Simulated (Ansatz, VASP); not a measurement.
# Sc2AlP3: VASP beside Ansatz

Contents of INCAR:

```
SYSTEM = Sc2AlP3
PREC = Accurate ; ENCUT = 600
EDIFF = 1E-6 ; ISMEAR = 0
SIGMA = 0.1 ; LREAL = .FALSE.
LASPH = .TRUE. ; NELM = 80
ALGO = Normal ; ISIF = 3
LWAVE = .FALSE. ; LCHARG = .FALSE.
GGA = PE ; IBRION = 2
NSW = 100 ; EDIFFG = -0.01
```

KPOINTS

```
Automatic mesh
0
G
  10 10 4
  0 0 0
```

The input POSCAR:

```
Sc2AlP3
1.0
    3.8513273094      0.0000000000      0.0000000000
    0.0000000000      3.8513273094      0.0000000000
    0.0000000000      0.0000000000      8.8381823485
Sc Al P
2 1 3
Direct
    0.0000000000      0.5000000000      0.6898552391
    0.5000000000      0.0000000000      0.3101447609
    0.0000000000      0.0000000000      0.0000000000
    0.5000000000      0.5000000000      0.8802219388
    0.5000000000      0.5000000000      0.1197780612
    0.5000000000      0.5000000000      0.5000000000
```

Input for Ansatz:

```yaml
crystal:
  lattice:
    - [3.8513273094, 0.0, 0.0]
    - [0.0, 3.8513273094, 0.0]
    - [0.0, 0.0, 8.8381823485]
  atoms:
    - { symbol: Sc, position: [0.0, 0.5, 0.6898552391] }
    - { symbol: Sc, position: [0.5, 0.0, 0.3101447609] }
    - { symbol: Al, position: [0.0, 0.0, 0.0] }
    - { symbol: P, position: [0.5, 0.5, 0.8802219388] }
    - { symbol: P, position: [0.5, 0.5, 0.1197780612] }
    - { symbol: P, position: [0.5, 0.5, 0.5] }
basis:
  ecutwfc: 420
kpoints:
  mp_grid: { grid: [10, 10, 4] }
hamiltonian:
  xc: pbe
scf:
  occupations: { method: gaussian, width: 0.1 }
output:
  forces: true
  stress: true
  eigenvalues: true
  write_density: true
  write_potential: true
  elf: true
  volumetric_format: npy
relax:
  adjacent_minimum: "off"
  f_tol: 0.01
  max_steps: 80
  cell: { stress_tol: 0.05 }
```

Alike in both runs: task relaxation of cell and atoms; functional PBE; k mesh 10 × 10 × 4; occupations gaussian, width 0.1 eV; no spin polarisation.

```csv
,VASP,Ansatz
version,VASP 6.6.1,Ansatz 0.2.0
potentials or method,"VASP PAW PBE potentials, release 64 (Sc_sv, Al, P), cutoff 600 eV","scalar-relativistic, plane waves, PAW"
valence electrons in the cell,40,40
```

```tsv
	VASP	Ansatz	Ansatz less VASP
gap on the k mesh at the Fermi level, each at its own relaxed structure (eV)	none	none	-
relaxed volume (Å³/atom)	21.76	21.75	-0.016
relaxed length of the cell vector where the two differ most in proportion (Å)	8.892	8.884	-0.0085
```

A gap of «none» marks a metal or a gap that the smearing closes.
